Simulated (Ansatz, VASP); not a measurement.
**One calculation of HfN, two programs**

```
CELL_PARAMETERS angstrom
3.09652 0.00000 0.00000
-1.54826 2.68167 0.00000
0.00000 0.00000 2.91295
ATOMIC_POSITIONS crystal
Hf 0.00000 0.00000 0.00000
N 0.66667 0.33333 0.50000
```

Alike in both runs: functional PBE; k mesh 8 × 8 × 6; occupations gaussian, width 0.05 eV; no spin polarisation.

Ansatz relaxed the structure, and its values are those at the end. VASP's run is a single point on that final structure, the one shown.

|  | VASP | Ansatz |
| --- | --- | --- |
| version | VASP 6.6.1 | Ansatz 0.2.0 |
| potentials or method | VASP PAW PBE potentials, release 64 (Hf_pv, N), cutoff 520 eV | scalar-relativistic, plane waves, PAW |
| valence electrons in the cell | 15 | 31 |

Ansatz gave:

```
gap on the k mesh at the Fermi level (eV) : none
pressure (GPa)                            : 0.0
```

Estimate VASP's values.

gap on the k mesh at the Fermi level (eV): none; pressure (GPa): -2.0.

A gap of «none» marks a metal or a gap that the smearing closes. With one functional, cell and mesh, what is left measures potentials, basis and numerics. VASP's potentials hold 15 valence electrons a cell and Ansatz's 31, so a difference there can come from the potentials and not from the codes.

Neither program's run includes spin-orbit coupling.
